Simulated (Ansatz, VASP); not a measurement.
## One calculation of Be2C, two programs

File INCAR:

```
SYSTEM = Be2C
ALGO     = Normal         ! electronic algorithm
EDIFF    = 1E-6           ! SCF threshold, eV
ENCUT    = 600            ! plane-wave cutoff, eV
GGA      = PS             ! functional
GGA_COMPAT= .FALSE.      
ISIF     = 2              ! what is computed and relaxed
ISMEAR   = 0              ! smearing method
LASPH    = .TRUE.         ! aspherical terms in the spheres
LCHARG   = .FALSE.        ! write CHGCAR
LREAL    = .FALSE.        ! projectors in reciprocal space
LWAVE    = .FALSE.        ! write WAVECAR
NBANDS   = 11             ! bands
NELM     = 120            ! most SCF steps
PREC     = Accurate       ! precision mode
SIGMA    = 0.01           ! smearing width, eV
```

File KPOINTS:

```
k-points
0
G
  8 8 8
  0 0 0
```

File POSCAR:

```
Be2C
1.0
    0.0000000000      2.1661537659      2.1661537659
    2.1661537659      0.0000000000      2.1661537659
    2.1661537659      2.1661537659      0.0000000000
Be C
2 1
Direct
    0.2500000000      0.2500000000      0.2500000000
    0.7500000000      0.7500000000      0.7500000000
    0.0000000000      0.0000000000      0.0000000000
```

Input for Ansatz:

```yaml
crystal:
  lattice:
    - [0.0, 2.16615376586, 2.16615376586]
    - [2.16615376586, 0.0, 2.16615376586]
    - [2.16615376586, 2.16615376586, 0.0]
  atoms:
    - { symbol: Be, position: [0.25, 0.25, 0.25] }
    - { symbol: Be, position: [0.75, 0.75, 0.75] }
    - { symbol: C, position: [0.0, 0.0, 0.0] }
kpoints:
  mp_grid: { grid: [8, 8, 8] }
scf:
  occupations: { method: fixed }
  convergence: { dr2_threshold: 1.0e-10 }
hamiltonian:
  xc: pbesol
  pseudopotentials: { kind: all_electron, lapw: { basis_error: 0.0005 } }
output:
  forces: true
  stress: true
  eigenstates:
    kpoints:
      - [0.0, 0.0, 0.0]
      - [0.0, -0.5, -0.5]
      - [-0.5, 0.0, -0.5]
      - [-0.5, -0.5, 0.0]
      - [-0.5, 0.0, 0.0]
      - [0.0, -0.5, 0.0]
      - [0.0, 0.0, -0.5]
      - [-0.5, -0.5, -0.5]
  eigenvalues: true
```

Alike in both runs: task single point; functional PBEsol; k mesh 8 × 8 × 8; no spin polarisation.

|  | VASP | Ansatz |
| --- | --- | --- |
| version | VASP 6.6.1 | Ansatz 0.2.0 |
| potentials or method | VASP PAW PBE potentials, release 64 (Be, C), cutoff 600 eV | all-electron LAPW, scalar-relativistic |
| occupations | gaussian, width 0.01 eV | fixed |

Ansatz gave:

| Quantity | Value |
| --- | --- |
| gap on the k mesh at the Fermi level (eV) | 1.07 |
| pressure (GPa) | -3.2 |

Which values does VASP return?

gap on the k mesh at the Fermi level (eV): 1.06; pressure (GPa): -2.5.

VASP's potentials were made for PBE, not for PBEsol. Ansatz ran all-electron here, and VASP with PAW potentials.
